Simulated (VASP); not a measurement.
Here is a VASP 6.6.1 calculation.

POSCAR

```
Ti
1.0
    2.8336293725      0.0000000000      0.0000000000
   -1.4168146862      2.4539950215      0.0000000000
    0.0000000000      0.0000000000      4.4767196899
Ti
2
Direct
    0.3333333333      0.6666666667      0.2500000000
    0.6666666667      0.3333333333      0.7500000000
```

INCAR.step1

```
SYSTEM = Ti
ALGO     = Normal         ! electronic algorithm
EDIFF    = 1E-4           ! SCF threshold, eV
ENCUT    = 520            ! plane-wave cutoff, eV
GGA      = PE             ! functional
ISMEAR   = -1             ! smearing method
LASPH    = .True.         ! aspherical terms in the spheres
LCHARG   = .False.        ! write CHGCAR
LREAL    = .False.        ! projectors in reciprocal space
LWAVE    = .True.         ! write WAVECAR
NBANDS   = 19             ! bands
NELM     = 60             ! most SCF steps
PREC     = Accurate       ! precision mode
SIGMA    = 0.1            ! smearing width, eV
```

Contents of INCAR.step2:

```
SYSTEM = Ti
ALGO     = Normal         ! electronic algorithm
EDIFF    = 1E-6           ! SCF threshold, eV
ENCUT    = 520            ! plane-wave cutoff, eV
ISIF     = 2              ! what is computed and relaxed
ISMEAR   = -1             ! smearing method
ISTART   = 1            
LASPH    = .True.         ! aspherical terms in the spheres
LCHARG   = .True.         ! write CHGCAR
LELF     = .True.         ! ELF
LMIXTAU  = .True.       
LREAL    = .False.        ! projectors in reciprocal space
LVHAR    = .True.       
LWAVE    = .False.        ! write WAVECAR
METAGGA  = R2SCAN         ! meta-GGA
NBANDS   = 19             ! bands
NELM     = 60             ! most SCF steps
PREC     = Accurate       ! precision mode
SIGMA    = 0.1            ! smearing width, eV
```

The input KPOINTS:

```
k-points
0
Gamma
  18 18 10
  0 0 0
```

Potentials or basis: VASP PAW PBE potentials, release 64 (Ti_sv).

Run with:

```bash
$ cat potpaw_PBE.64/Ti_sv/POTCAR > POTCAR
$ cp INCAR.step1 INCAR
$ mpirun -np 1 vasp_std > vasp.out
$ cp INCAR.step2 INCAR
$ mpirun -np 1 vasp_std > vasp.out
```

(1) Estimate the pressure.

(2) Predict the band gap on the k mesh.

Results:

(1) 15.5 GPa.

(2) zero (bands 12 and 13 overlap by 1.30 eV).

Caveat: the cell stands under pressure; the PAW data sets were made with another functional, which shifts forces and pressure a little.
